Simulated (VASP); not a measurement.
Here is a VASP 6.6.1 calculation.

File POSCAR:

```
WS2
1.0
    3.1404905896      0.0000000000      0.0000000000
   -1.5702452948      2.7197446309      0.0000000000
    0.0000000000      0.0000000000     16.7214879437
W S
1 2
Direct
    0.0000000000      0.0000000000      0.0000000000
    0.3333333333      0.6666666667      0.0920005100
    0.3333333333      0.6666666667      0.9079994900
```

The input INCAR.step1:

```
SYSTEM = WS2
  PREC = Accurate
  ENCUT = 520
  ISMEAR = -1
  SIGMA = 0.05
  LREAL = .False.
  LASPH = .True.
  NELM = 80
  NBANDS = 20
  GGA = PE
  ALGO = Normal
  EDIFF = 1E-4
  LWAVE = .True.
  LCHARG = .False.
```

The input INCAR.step2:

```
SYSTEM = WS2
  PREC = Accurate
  ENCUT = 520
  EDIFF = 1E-6
  ISMEAR = -1
  SIGMA = 0.05
  LREAL = .False.
  LASPH = .True.
  NELM = 80
  ALGO = Normal
  ISIF = 2
  LWAVE = .False.
  LCHARG = .False.
  METAGGA = R2SCAN
  LMIXTAU = .True.
  NBANDS = 20
  ISTART = 1
```

KPOINTS

```
regular mesh
0
Gamma
  10 10 2
  0 0 0
```

Potentials or basis: VASP PAW PBE potentials, release 64 (W_sv, S).

The run is started by

```console
$ cat potpaw_PBE.64/W_sv/POTCAR potpaw_PBE.64/S/POTCAR > POTCAR
$ cp INCAR.step1 INCAR
$ mpirun -np 1 vasp_std > vasp.out
$ cp INCAR.step2 INCAR
$ mpirun -np 1 vasp_std > vasp.out
```

Question: Estimate the largest force.

Answer: 0.790 eV/Å.

Question: Estimate the band gap on the k mesh.

Answer: 2.23 eV, indirect (least direct gap 2.41 eV).

Forces on the atoms (eV/Å):
```
W    0.000  0.000  0.000
S    0.000  0.000  0.790
S    0.000  0.000 -0.790
```

Caveat: the PAW data sets were made with another functional, which shifts forces and pressure a little; spin-orbit coupling is left out, which moves the levels of the heavy elements.
